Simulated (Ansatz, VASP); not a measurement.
One calculation of LiH, two programs

File POSCAR:

```
LiH
1.0
    0.0000000000      1.8699000000      1.8699000000
    1.8699000000      0.0000000000      1.8699000000
    1.8699000000      1.8699000000      0.0000000000
Li H
1 1
Direct
    0.0000000000      0.0000000000      0.0000000000
    0.5000000000      0.5000000000      0.5000000000
```

Contents of INCAR.step1:

```
SYSTEM = LiH
PREC = Accurate
ENCUT = 830
ISMEAR = 0
SIGMA = 0.05
LREAL = .False.
LASPH = .True.
NELM = 120
NBANDS = 9
GGA = PE
ALGO = Normal
EDIFF = 1E-5
LWAVE = .True.
LCHARG = .False.
GGA_COMPAT = .False.
```

File INCAR.step2:

```
SYSTEM = LiH
PREC = Accurate
ENCUT = 830
EDIFF = 1E-6
ISMEAR = 0
SIGMA = 0.05
LREAL = .False.
LASPH = .True.
NELM = 120
ALGO = Normal
ISIF = 2
LWAVE = .False.
LCHARG = .True.
METAGGA = R2SCAN
LMIXTAU = .True.
LELF = .True.
LVHAR = .True.
NBANDS = 9
ISTART = 1
GGA_COMPAT = .False.
```

The input KPOINTS:

```
regular mesh
0
Gamma
  10 10 10
  0 0 0
```

Input for Ansatz:

```yaml
crystal:
  lattice:
    - [0.0, 1.8699, 1.8699]
    - [1.8699, 0.0, 1.8699]
    - [1.8699, 1.8699, 0.0]
  atoms:
    - { symbol: Li, position: [0.0, 0.0, 0.0] }
    - { symbol: H, position: [0.5, 0.5, 0.5] }
basis:
  ecutwfc: 500
kpoints:
  mp_grid: { grid: [10, 10, 10] }
hamiltonian:
  xc: r2scan
scf:
  occupations: { method: gaussian, width: 0.05 }
output:
  forces: true
  stress: true
  eigenvalues: true
```

Change from the starting cell: strain -0.080 along x and y, -0.080 along z, atoms carried along.

Alike in both runs: task single point; functional r2SCAN; k mesh 10 × 10 × 10; occupations gaussian, width 0.05 eV; no spin polarisation.

|  | VASP | Ansatz |
| --- | --- | --- |
| version | VASP 6.6.1 | Ansatz 0.2.0 |
| potentials or method | VASP PAW PBE potentials, release 64 (Li_sv, H), cutoff 830 eV | scalar-relativistic, plane waves, PAW |
| valence electrons in the cell | 4 | 4 |

|  | VASP | Ansatz | Ansatz less VASP |
| --- | --- | --- | --- |
| gap on the k mesh at the Fermi level (eV) | 3.42 | 3.46 | +0.038 |
| least direct gap on the mesh (eV) | 3.42 | 3.46 | +0.038 |
| pressure (GPa) | 10.3 | 10.5 | +0.25 |

VASP's potentials were made for PBE, not for r2SCAN. With one functional, cell and mesh, what is left measures potentials, basis and numerics.
